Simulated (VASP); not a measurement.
# Si3N4 in VASP: notebook

Si3N4 is run at these levels: PBE, r2SCAN; tasks: electric field gradients.

Program: VASP 6.6.1. These are calculated values, not measurements. Logs are shortened: lines on timing, memory, paths and dates and some standing lists are left out, and cuts for length are marked.

## (1) The cell of the first run

Symmetry: P6_3, No. 173, hexagonal system. Conventional cell: a = 7.595 Å, b = 7.595 Å, c = 2.902 Å, α = 90.00°, β = 90.00°, γ = 120.00°. Within 2.3 Å of Si (site symmetry 1) lie 5 N at 1.70 to 2.29 Å. Within 2.3 Å of N (site symmetry 1) lie 3 Si at 1.70 to 1.77 Å. Within 3.2 Å of N (site symmetry 3) lie 6 Si at 2.23 to 2.29 Å and 11 N at 2.45 to 3.17 Å.

## (2) Electric field gradients, PBE

Contents of INCAR:

```
PREC = Accurate
ENCUT = 520
EDIFF = 1E-8
ISMEAR = -1
SIGMA = 0.02
LREAL = False
LASPH = True
NELM = 80
ALGO = Normal
ISIF = 2
LWAVE = False
LCHARG = False
GGA = PE
LEFG = True
NBANDS = 45
```

Contents of KPOINTS:

```
Automatic mesh
0
Gamma
  4 4 10
```

Contents of POSCAR:

```
Si3N4
1.0
    7.5950000000      0.0000000000      0.0000000000
   -3.7975000000      6.5774629417      0.0000000000
    0.0000000000      0.0000000000      2.9023000000
Si N
6 8
Direct
    0.7687000000      0.1744000000      0.2500000000
    0.5943000000      0.7687000000      0.7500000000
    0.8256000000      0.5943000000      0.2500000000
    0.2313000000      0.8256000000      0.7500000000
    0.4057000000      0.2313000000      0.2500000000
    0.1744000000      0.4057000000      0.7500000000
    0.0297000000      0.3295000000      0.2650000000
    0.7002000000      0.0297000000      0.7650000000
    0.6705000000      0.7002000000      0.2650000000
    0.9703000000      0.6705000000      0.7650000000
    0.2998000000      0.9703000000      0.2650000000
    0.3295000000      0.2998000000      0.7650000000
    0.3333333333      0.6666666667      0.2344000000
    0.6666666667      0.3333333333      0.7344000000
```

Potentials or basis: VASP PAW PBE potentials, release 64 (Si, N).

On the command line:

```bash
$ cat potpaw_PBE.64/Si/POTCAR potpaw_PBE.64/N/POTCAR > POTCAR
$ mpirun -np 1 vasp_std > vasp.out
```

OUTCAR:

```text
PREC = Accurate
   ENCUT = 520
   EDIFF = 1E-8
   ISMEAR = -1
   LREAL = False
   LASPH = True
   NELM = 80
   ISIF = 2
   GGA = PE

 ion  position               nearest neighbor table
   1  0.769  0.174  0.250-   8 1.70   7 1.73   8 1.77  14 2.23  14 2.29   3 3.00   5 3.00   2 3.05
                             2 3.05   6 3.05   6 3.05
   2  0.594  0.769  0.750-   9 1.70   8 1.73   9 1.77  13 2.23  13 2.29   6 3.00   4 3.00   1 3.05
                             1 3.05   3 3.05   3 3.05
   3  0.826  0.594  0.250-  10 1.70   9 1.73  10 1.77  14 2.23  14 2.29   1 3.00   5 3.00   4 3.05
                             4 3.05   2 3.05   2 3.05
   4  0.231  0.826  0.750-  11 1.70  10 1.73  11 1.77  13 2.23  13 2.29   6 3.00   2 3.00   5 3.05
                             5 3.05   3 3.05   3 3.05
   5  0.406  0.231  0.250-  12 1.70  11 1.73  12 1.77  14 2.23  14 2.29   3 3.00   1 3.00   4 3.05
                             4 3.05   6 3.05   6 3.05
   6  0.174  0.406  0.750-   7 1.70  12 1.73   7 1.77  13 2.23  13 2.29   4 3.00   2 3.00   1 3.05
                             1 3.05   5 3.05   5 3.05
   7  0.030  0.330  0.265-   6 1.70   1 1.73   6 1.77
   8  0.700  0.030  0.765-   1 1.70   2 1.73   1 1.77
   9  0.670  0.700  0.265-   2 1.70   3 1.73   2 1.77
  10  0.970  0.670  0.765-   3 1.70   4 1.73   3 1.77
  11  0.300  0.970  0.265-   4 1.70   5 1.73   4 1.77
  12  0.330  0.300  0.765-   5 1.70   6 1.73   5 1.77
  13  0.333  0.667  0.234-   4 2.23   6 2.23   2 2.23   4 2.29   6 2.29   2 2.29
  14  0.667  0.333  0.734-   1 2.23   3 2.23   5 2.23   1 2.29   3 2.29   5 2.29

  LATTYP: Found a hexagonal cell.
 ALAT       =     7.5950000000
 C/A-ratio  =     0.3821329822

  Lattice vectors:

 A1 = (   7.5950000000,   0.0000000000,   0.0000000000)
 A2 = (  -3.7975000000,   6.5774629417,   0.0000000000)
 A3 = (   0.0000000000,   0.0000000000,   2.9023000000)

Analysis of symmetry for initial positions (statically):
=====================================================================
 Subroutine PRICEL returns:
 Original cell was already a primitive cell.

 Routine SETGRP: Setting up the symmetry group for a
 hexagonal supercell.

 Subroutine GETGRP returns: Found  6 space group operations
 (whereof  3 operations were pure point group operations)
 out of a pool of 24 trial point group operations.

The static configuration has the point symmetry C_3 .
 The point group associated with its full space group is C_6 .

Analysis of symmetry for dynamics (positions and initial velocities):
[... 1341 lines left out ...]
      4.01358      3.90899      0.72557        -0.527693     -1.772476      1.452261
     -1.37849      5.43035      2.17672         1.271163     -1.343233      1.452261
      2.20293      1.52137      0.72557         1.798856      0.429242      1.452261
     -0.21608      2.66848      2.17672         0.527693      1.772476      1.452261
     -1.02570      2.16727      0.76911        -1.603901     -1.560394     -1.054258
      5.20523      0.19535      2.22026         0.549390     -2.169216     -1.054258
      2.43344      4.60554      0.76911         2.153291     -0.608822     -1.054258
      4.82320      4.41019      2.22026         1.603901      1.560394     -1.054258
     -1.40773      6.38211      0.76911        -0.549390      2.169216     -1.054258
      1.36406      1.97192      2.22026        -2.153291      0.608822     -1.054258
     -0.00000      4.38498      0.68030         0.000000      0.000000     -1.194008
      3.79750      2.19249      2.13145         0.000000      0.000000     -1.194008
 -----------------------------------------------------------------------------------
    total drift:                               -0.000000      0.000000     -0.000588

  FREE ENERGIE OF THE ION-ELECTRON SYSTEM (eV)
  ---------------------------------------------------
  free  energy   TOTEN  =      -104.4563325551 eV

  energy  without entropy=     -104.4563325551  energy(sigma->0) =     -104.45633256

 Electric field gradients (V/A^2)
---------------------------------------------------------------------
 ion       V_xx      V_yy      V_zz      V_xy      V_xz      V_yz
---------------------------------------------------------------------
   1      31.319    -3.279   -28.040   -41.700    -0.363   -15.533
   2      41.484   -13.444   -28.040    35.832    13.270    -8.080
   3     -30.743    58.783   -28.040     5.869    13.633     7.452
   4      31.319    -3.279   -28.040   -41.700     0.363    15.533
   5      41.484   -13.444   -28.040    35.832   -13.270     8.080
   6     -30.743    58.783   -28.040     5.869   -13.633    -7.452
   7       7.113   -37.089    29.976    19.657     0.518     2.009
   8     -43.062    13.087    29.975     9.311    -1.481     1.454
   9      -9.014   -20.962    29.976   -28.969    -1.999    -0.556
  10       7.113   -37.089    29.976    19.657    -0.518    -2.009
  11     -43.062    13.087    29.975     9.311     1.481    -1.454
  12      -9.014   -20.962    29.976   -28.969     1.999     0.556
  13     -24.380   -24.380    48.760     0.000    -0.000    -0.000
  14     -24.380   -24.380    48.760     0.000     0.000     0.000
---------------------------------------------------------------------

 Electric field gradients after diagonalization (V/A^2)
 (convention: |V_zz| > |V_xx| > |V_yy|)
----------------------------------------------------------------------
 ion       V_xx      V_yy      V_zz     asymmetry (V_yy - V_xx)/ V_zz
----------------------------------------------------------------------
   1     -43.096   -16.875    59.971       0.437
   2     -43.096   -16.875    59.971       0.437
   3     -43.096   -16.875    59.971       0.437
   4     -43.096   -16.875    59.971       0.437
   5     -43.096   -16.875    59.971       0.437
   6     -43.096   -16.875    59.971       0.437
   7      30.107    14.497   -44.604       0.350
   8      30.106    14.498   -44.604       0.350
   9      30.107    14.498   -44.605       0.350
  10      30.107    14.497   -44.604       0.350
  11      30.106    14.498   -44.604       0.350
  12      30.107    14.498   -44.605       0.350
  13     -24.380   -24.379    48.760       0.000
  14     -24.380   -24.379    48.760       0.000
----------------------------------------------------------------------

           NMR quadrupolar parameters

 Cq : quadrupolar parameter    Cq=e*Q*V_zz/h
 eta: asymmetry parameters     (V_yy - V_xx)/ V_zz
 Q  : nuclear electric quadrupole moment in mb (millibarn)
----------------------------------------------------------------------
 ion       Cq(MHz)       eta       Q (mb)
----------------------------------------------------------------------
   1       0.145       0.437       1.000
   2       0.145       0.437       1.000
   3       0.145       0.437       1.000
   4       0.145       0.437       1.000
   5       0.145       0.437       1.000
   6       0.145       0.437       1.000
   7      -0.108       0.350       1.000
   8      -0.108       0.350       1.000
   9      -0.108       0.350       1.000
  10      -0.108       0.350       1.000
  11      -0.108       0.350       1.000
  12      -0.108       0.350       1.000
  13       0.118       0.000       1.000
  14       0.118       0.000       1.000
----------------------------------------------------------------------
```

stdout:

```text
POSCAR found type information on POSCAR SiN
 POSCAR found :  2 types and      14 ions
 scaLAPACK will be used
 LDA part: xc-table for (Slater+PW92), standard interpolation
 POSCAR, INCAR and KPOINTS ok, starting setup
 FFT: planning ... GRIDC
 FFT: planning ... GRID_SOFT
 FFT: planning ... GRID
 WAVECAR not read
 entering main loop
ion   1
     0.0000353     4.1813012     1.4925355     2.9059645     0.0476350    -1.6411771
     0.0000487     4.1813012     1.4925355     2.9059645     0.0476350    -1.6411771
     0.0000670     4.1813012     1.4925355     2.9059645     0.0476350    -1.6411771
     0.0000923     4.1813012     1.4925355     2.9059645     0.0476350    -1.6411771

     0.0000353    38.7416642    14.1861787    22.4366607     0.3527890   -16.1057965
     0.0000487    38.7416250    14.1861642    22.4366386     0.3527886   -16.1057801
     0.0000670    38.7415594    14.1861401    22.4366018     0.3527881   -16.1057526
     0.0000923    38.7414510    14.1861002    22.4365409     0.3527871   -16.1057072
[... 106 lines left out ...]
     0.0000281    -9.8217966     0.4884600   -22.7020994    -1.3812847    20.9136996
     0.0000381    -9.8217956     0.4884599   -22.7020969    -1.3812845    20.9136971
     0.0000517    -9.8217940     0.4884597   -22.7020927    -1.3812843    20.9136929
     0.0000701    -9.8217914     0.4884594   -22.7020858    -1.3812839    20.9136860

ion  12
     0.0000281     8.9410020    -0.5532799    -9.4028176    -0.292
```

Run time: 2.7 min. Hardware: 1 thread of Intel Xeon Platinum 8488C (Sapphire Rapids), shared host; peak memory 0.31 GiB.

What came out:

```
Free energy                             : -104.4563 eV
Pressure                                : -2.4 GPa
Largest force                           : 2.474 eV/Å
Band gap on the k mesh                  : 1.40 eV (least direct gap 1.89 eV)
Largest electric field gradient by atom : Si +60.0; N -44.6, +48.8 (each value once) V/Å²
```

Forces on the atoms (eV/Å):
```
Si  -1.271  1.343  1.452
Si  -1.799 -0.429  1.452
Si  -0.528 -1.772  1.452
Si   1.271 -1.343  1.452
Si   1.799  0.429  1.452
Si   0.528  1.772  1.452
N   -1.604 -1.560 -1.054
N    0.549 -2.169 -1.054
N    2.153 -0.609 -1.054
N    1.604  1.560 -1.054
N   -0.549  2.169 -1.054
N   -2.153  0.609 -1.054
N    0.000  0.000 -1.194
N    0.000  0.000 -1.194
```

Electric field gradients, principal values (V/Å²):
| atom | least | middle | greatest (by size) |
| --- | --- | --- | --- |
| 1 Si | -16.875 | -43.096 | 59.971 |
| 2 Si | -16.875 | -43.096 | 59.971 |
| 3 Si | -16.875 | -43.096 | 59.971 |
| 4 Si | -16.875 | -43.096 | 59.971 |
| 5 Si | -16.875 | -43.096 | 59.971 |
| 6 Si | -16.875 | -43.096 | 59.971 |
| 7 N | 14.497 | 30.107 | -44.604 |
| 8 N | 14.498 | 30.106 | -44.604 |
| 9 N | 14.498 | 30.107 | -44.605 |
| 10 N | 14.497 | 30.107 | -44.604 |
| 11 N | 14.498 | 30.106 | -44.604 |
| 12 N | 14.498 | 30.107 | -44.605 |
| 13 N | -24.379 | -24.380 | 48.760 |
| 14 N | -24.379 | -24.380 | 48.760 |

Caveat: without QUAD_EFG the Cq values of the log hold for a quadrupole moment of 1 mb, not for the nuclei; forces of over 1 eV/Å act on the atoms, so gaps and moduli don't describe the material at rest.

## (3) Electric field gradients, r2SCAN

Contents of POSCAR:

```
Si3N4
1.0
    7.5950000000      0.0000000000      0.0000000000
   -3.7975000000      6.5774629417      0.0000000000
    0.0000000000      0.0000000000      2.9023000000
Si N
6 8
Direct
    0.7673199105      0.1735618873      0.3256358181
    0.5937580233      0.7673199105      0.8256358181
    0.8264381127      0.5937580233      0.3256358181
    0.2326800895      0.8264381127      0.8256358181
    0.4062419767      0.2326800895      0.3256358181
    0.1735618873      0.4062419767      0.8256358181
    0.0293608823      0.3297475823      0.3256531517
    0.6996133000      0.0293608823      0.8256531517
    0.6702524177      0.6996133000      0.3256531517
    0.9706391177      0.6702524177      0.8256531517
    0.3003867000      0.9706391177      0.3256531517
    0.3297475823      0.3003867000      0.8256531517
    0.3333333333      0.6666666667     -0.1744669093
    0.6666666667      0.3333333333      0.3255330907
```

Contents of INCAR.step1:

```
SYSTEM = Si3N4
ALGO = Normal ; EDIFF = 1E-4
ENCUT = 520 ; GGA = PE
ISMEAR = -1 ; LASPH = .True.
LCHARG = .False. ; LREAL = .False.
LWAVE = .True. ; NBANDS = 45
NELM = 60 ; PREC = Accurate
SIGMA = 0.02
```

Contents of INCAR.step2:

```
SYSTEM = Si3N4
ALGO = Normal ; EDIFF = 1E-8
ENCUT = 520 ; ISIF = 2
ISMEAR = -1 ; ISTART = 1
LASPH = .True. ; LCHARG = .False.
LEFG = .True. ; LMIXTAU = .True.
LREAL = .False. ; LWAVE = .False.
METAGGA = R2SCAN ; NBANDS = 45
NELM = 60 ; PREC = Accurate
SIGMA = 0.02
```

Contents of KPOINTS:

```
k-points
0
Gamma
  4 4 10
  0 0 0
```

Potentials or basis: VASP PAW PBE potentials, release 64 (Si, N).

On the command line:

```bash
$ cat potpaw_PBE.64/Si/POTCAR potpaw_PBE.64/N/POTCAR > POTCAR
$ cp INCAR.step1 INCAR
$ mpirun -np 1 vasp_std > vasp.out
$ cp INCAR.step2 INCAR
$ mpirun -np 1 vasp_std > vasp.out
```

OUTCAR:

```text
SYSTEM = Si3N4
   EDIFF = 1E-8
   ENCUT = 520
   ISIF = 2
   ISMEAR = -1
   ISTART = 1
   LASPH = .True.
   LREAL = .False.
   METAGGA = R2SCAN
   NELM = 60
   PREC = Accurate

 ion  position               nearest neighbor table
   1  0.767  0.174  0.326-  14 1.73   8 1.73   8 1.73   7 1.73   3 2.99   5 2.99   6 3.05   6 3.05
                             2 3.05   2 3.05
   2  0.594  0.767  0.826-  13 1.73   9 1.73   9 1.73   8 1.73   6 2.99   4 2.99   3 3.05   3 3.05
                             1 3.05   1 3.05
   3  0.826  0.594  0.326-  14 1.73  10 1.73  10 1.73   9 1.73   1 2.99   5 2.99   2 3.05   2 3.05
                             4 3.05   4 3.05
   4  0.233  0.826  0.826-  13 1.73  11 1.73  11 1.73  10 1.73   6 2.99   2 2.99   3 3.05   3 3.05
                             5 3.05   5 3.05
   5  0.406  0.233  0.326-  14 1.73  12 1.73  12 1.73  11 1.73   3 2.99   1 2.99   6 3.05   6 3.05
                             4 3.05   4 3.05
   6  0.174  0.406  0.826-  13 1.73   7 1.73   7 1.73  12 1.73   4 2.99   2 2.99   5 3.05   5 3.05
                             1 3.05   1 3.05
   7  0.029  0.330  0.326-   6 1.73   6 1.73   1 1.73
   8  0.700  0.029  0.826-   1 1.73   1 1.73   2 1.73
   9  0.670  0.700  0.326-   2 1.73   2 1.73   3 1.73
  10  0.971  0.670  0.826-   3 1.73   3 1.73   4 1.73
  11  0.300  0.971  0.326-   4 1.73   4 1.73   5 1.73
  12  0.330  0.300  0.826-   5 1.73   5 1.73   6 1.73
  13  0.333  0.667  0.826-   4 1.73   6 1.73   2 1.73
  14  0.667  0.333  0.326-   1 1.73   3 1.73   5 1.73

  LATTYP: Found a hexagonal cell.
[... 1402 lines left out ...]
  12       6.161   -31.481    25.321   -27.205    -0.009     0.002
  13      22.916    22.916   -45.832    -0.000    -0.000    -0.000
  14      22.916    22.916   -45.832    -0.000     0.000     0.000
---------------------------------------------------------------------

 Electric field gradients after diagonalization (V/A^2)
 (convention: |V_zz| > |V_xx| > |V_yy|)
----------------------------------------------------------------------
 ion       V_xx      V_yy      V_zz     asymmetry (V_yy - V_xx)/ V_zz
----------------------------------------------------------------------
   1      -5.758    -4.077     9.835       0.171
   2      -5.758    -4.077     9.835       0.171
   3      -5.758    -4.077     9.835       0.171
   4      -5.758    -4.077     9.835       0.171
   5      -5.758    -4.077     9.835       0.171
   6      -5.758    -4.077     9.835       0.171
   7      25.321    20.419   -45.740       0.107
   8      25.320    20.420   -45.740       0.107
   9      25.321    20.421   -45.742       0.107
  10      25.321    20.419   -45.740       0.107
  11      25.320    20.420   -45.740       0.107
  12      25.321    20.421   -45.742       0.107
  13      22.916    22.916   -45.832       0.000
  14      22.916    22.916   -45.832       0.000
----------------------------------------------------------------------

           NMR quadrupolar parameters

 Cq : quadrupolar parameter    Cq=e*Q*V_zz/h
 eta: asymmetry parameters     (V_yy - V_xx)/ V_zz
 Q  : nuclear electric quadrupole moment in mb (millibarn)
----------------------------------------------------------------------
 ion       Cq(MHz)       eta       Q (mb)
----------------------------------------------------------------------
   1       0.024       0.171       1.000
   2       0.024       0.171       1.000
   3       0.024       0.171       1.000
   4       0.024       0.171       1.000
   5       0.024       0.171       1.000
   6       0.024       0.171       1.000
   7      -0.111       0.107       1.000
   8      -0.111       0.107       1.000
   9      -0.111       0.107       1.000
  10      -0.111       0.107       1.000
  11      -0.111       0.107       1.000
  12      -0.111       0.107       1.000
  13      -0.111       0.000       1.000
  14      -0.111       0.000       1.000
----------------------------------------------------------------------
```

Run time: 6.7 min. Hardware: 1 thread of Intel Xeon Platinum 8488C (Sapphire Rapids), shared host; peak memory 0.34 GiB.

What came out:

```
Free energy                             : -144.1604 eV
Pressure                                : 0.6 GPa
Largest force                           : 0.053 eV/Å
Band gap on the k mesh                  : 5.01 eV (least direct gap 5.21 eV)
Largest electric field gradient by atom : Si +9.8; N -45.7, -45.8 (each value once) V/Å²
```

Forces in eV/Å, atoms in the order of the input:
```
Si   0.043  0.031  0.001
Si  -0.005  0.052  0.001
Si  -0.048  0.022  0.001
Si  -0.043 -0.031  0.001
Si   0.005 -0.052  0.001
Si   0.048 -0.022  0.001
N    0.036  0.022 -0.001
N   -0.001  0.042 -0.001
N   -0.037  0.020 -0.001
N   -0.036 -0.022 -0.001
N    0.001 -0.042 -0.001
N    0.037 -0.020 -0.001
N    0.000  0.000  0.001
N    0.000  0.000  0.001
```

Electric field gradients, principal values (V/Å²):
```
atom   least  middle  greatest (by size)
1 Si  -4.077  -5.758               9.835
2 Si  -4.077  -5.758               9.835
3 Si  -4.077  -5.758               9.835
4 Si  -4.077  -5.758               9.835
5 Si  -4.077  -5.758               9.835
6 Si  -4.077  -5.758               9.835
 7 N  20.419  25.321             -45.740
 8 N  20.420  25.320             -45.740
 9 N  20.421  25.321             -45.742
10 N  20.419  25.321             -45.740
11 N  20.420  25.320             -45.740
12 N  20.421  25.321             -45.742
13 N  22.916  22.916             -45.832
14 N  22.916  22.916             -45.832
```

Caveat: without QUAD_EFG the Cq values of the log hold for a quadrupole moment of 1 mb, not for the nuclei; the PAW data sets were made with another functional, which shifts forces and pressure a little. A k mesh can miss the band edges.
